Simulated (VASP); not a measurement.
## LiCl: single point with r2SCAN

LiCl:

```xyz
2
Lattice="0.0412 2.5973 2.5973 2.5973 0.0412 2.5973 2.5973 2.5973 0.0412" Properties=species:S:1:pos:R:3 pbc="T T T"
Li    0.0000    0.0000    0.0000
Cl    2.6179    2.6179    2.6179
```

This cell differs from its parent crystal: strain along [111] +2.4%.

```json
{"Program": "VASP 6.6.1", "Task": "single point", "Functional": "r2SCAN", "Potentials or basis": "VASP PAW PBE potentials, release 64 (Li_sv, Cl)", "Cutoff": "520 eV", "k mesh": "8 × 8 × 8", "Occupations": "gaussian, width 0.01 eV", "Spin": "no spin polarisation", "Dipole correction": "no", "Further INCAR settings": "ALGO = Normal; EDIFF = 1e-06; NBANDS = 12"}
```

- Band gap on the k mesh: 7.15 eV, direct

Levels at points of the mesh, in eV from the valence-band top:
```csv
k point,band 1,band 2,band 3,band 4,band 5,band 6,band 7,band 8,band 9,band 10
"(0.00, 0.00, 0.00)",-44.89,-13.99,-0.15,0.00,0.00,7.15,12.35,12.73,12.73,15.30
"(0.50, 0.00, 0.00)",-44.89,-13.41,-2.83,-0.38,-0.30,7.42,10.11,10.30,14.07,17.69
"(0.50, 0.50, 0.00)",-44.89,-13.18,-2.92,-1.22,-1.08,8.65,8.93,13.37,15.24,15.29
"(0.50, 0.50, 0.50)",-44.89,-13.46,-2.86,-0.24,-0.24,7.60,10.43,10.43,13.80,17.81
```

Run time: 60 s on 1 thread of Intel(R) Xeon(R) Platinum 8488C (Sapphire Rapids), with other jobs on the host, peak memory 0.17 GiB.

Caveat: the cell differs from its parent crystal (strain along [111] +2.4%). A k mesh can miss the band edges.
